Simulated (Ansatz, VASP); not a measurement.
# K in VASP and in Ansatz

Contents of INCAR:

```
SYSTEM = K
PREC = Accurate
ENCUT = 520
EDIFF = 1E-7
ISMEAR = -1
SIGMA = 0.1
LREAL = .False.
LASPH = .True.
NELM = 100
ALGO = Normal
ISIF = 2
LWAVE = .False.
LCHARG = .False.
GGA = PE
NBANDS = 16
```

KPOINTS

```
Automatic mesh
0
Gamma
  8 8 8
  0 0 0
```

Contents of POSCAR:

```
K
1.0
    0.0000000000      4.5342264190      4.5342264190
    4.5342264190      0.0000000000      4.5342264190
    4.5342264190      4.5342264190      0.0000000000
K
2
Direct
   -0.1250000000     -0.1250000000     -0.1250000000
    0.1250000000      0.1250000000      0.1250000000
```

Input for Ansatz:

```yaml
crystal:
  lattice:
    - [0.0, 4.534226419, 4.534226419]
    - [4.534226419, 0.0, 4.534226419]
    - [4.534226419, 4.534226419, 0.0]
  atoms:
    - { symbol: K, position: [-0.125, -0.125, -0.125] }
    - { symbol: K, position: [0.125, 0.125, 0.125] }
kpoints:
  mp_grid: { grid: [8, 8, 8] }
scf:
  occupations: { method: fermi_dirac, width: 0.1 }
hamiltonian:
  xc: pbe
  pseudopotentials: { kind: all_electron, lapw: { basis_error: 0.001 } }
output:
  forces: true
  stress: true
  eigenvalues: true
  populations: true
```

Change from the starting cell: volume scaled by 0.84, LAPW.

Alike in both runs: task single point; functional PBE; k mesh 8 × 8 × 8; occupations fermi-dirac, width 0.1 eV; no spin polarisation.

|  | VASP | Ansatz |
| --- | --- | --- |
| version | VASP 6.6.1 | Ansatz 0.2.0 |
| potentials or method | VASP PAW PBE potentials, release 64 (K_sv), cutoff 520 eV | all-electron LAPW, scalar-relativistic |

|  | VASP | Ansatz | Ansatz less VASP |
| --- | --- | --- | --- |
| pressure (GPa) | 0.3 | 0.3 | +0.01 |

Ansatz ran all-electron here, and VASP with PAW potentials.
